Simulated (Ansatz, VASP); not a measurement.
**Si2Ge in VASP and in Ansatz**

```
Si Ge
1.0
     3.56738    0.00000    0.00000
     0.00000    6.17888    0.00000
     0.00000    0.00000    9.71392
Si Ge
8 4
Direct
  0.00000 0.33333 0.72775
  0.50000 0.83333 0.72775
  0.00000 0.33333 0.41410
  0.50000 0.83333 0.41410
  0.50000 0.16667 0.27225
  0.00000 0.66667 0.27225
  0.50000 0.16667 0.58590
  0.00000 0.66667 0.58590
  0.00000 0.33333 0.10102
  0.50000 0.83333 0.10102
  0.50000 0.16667 0.89898
  0.00000 0.66667 0.89898
```

Alike in both runs: task single point; functional PBE; k mesh 6 × 4 × 2; occupations gaussian, width 0.2 eV; no spin polarisation.

```csv
,VASP,Ansatz
version,VASP 6.6.1,Ansatz 0.2.0
potentials or method,"VASP PAW PBE potentials, release 64 (Si, Ge_d), cutoff 520 eV","scalar-relativistic, plane waves, PAW"
valence electrons in the cell,88,88
```

Ansatz gave:

```
gap on the k mesh at the Fermi level (eV)                     : none
pressure (GPa)                                                : 0.0
traceless stress, the component that is largest in VASP (GPa) : -0.88
rms of the force components (eV/Å)                            : 0.030
```

Task: Which values does VASP return?

Result: gap on the k mesh at the Fermi level (eV): none; pressure (GPa): -0.1; traceless stress, the component that is largest in VASP (GPa): -0.88; rms of the force components (eV/Å): 0.029.

Atom by atom the forces differ by 0.002 eV/Å (rms over components). A gap of «none» marks a metal or a gap that the smearing closes. The functional is the same, so the differences come from potentials, cutoffs and numerics.
